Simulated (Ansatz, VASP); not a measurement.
**KBr: VASP beside Ansatz**

```xyz
2
Lattice="2.8531 -2.8598 0.0000 2.8531 2.8598 0.0000 0.0000 0.0000 4.0393" Properties=species:S:1:pos:R:3 pbc="T T T"
K     2.8531    0.0000    2.0196
Br    0.0000    0.0000    0.0000
```

Alike in both runs: functional PBE; k mesh 6 × 6 × 6; occupations gaussian, width 0.02 eV; no spin polarisation.

Ansatz relaxed the structure, and its values are those at the end. VASP's run is a single point on that final structure, the one shown.

```csv
,VASP,Ansatz
version,VASP 6.6.1,Ansatz 0.2.0
potentials or method,"VASP PAW PBE potentials, release 64 (K_sv, Br), cutoff 520 eV","scalar-relativistic, plane waves, PAW"
valence electrons in the cell,16,16
```

|  | VASP | Ansatz | Ansatz less VASP |
| --- | --- | --- | --- |
| gap on the k mesh at the Fermi level (eV) | 3.87 | 3.87 | +0.002 |
| least direct gap on the mesh (eV) | 4.13 | 4.13 | +0.002 |
| pressure (GPa) | 0.0 | 0.0 | 0.00 |
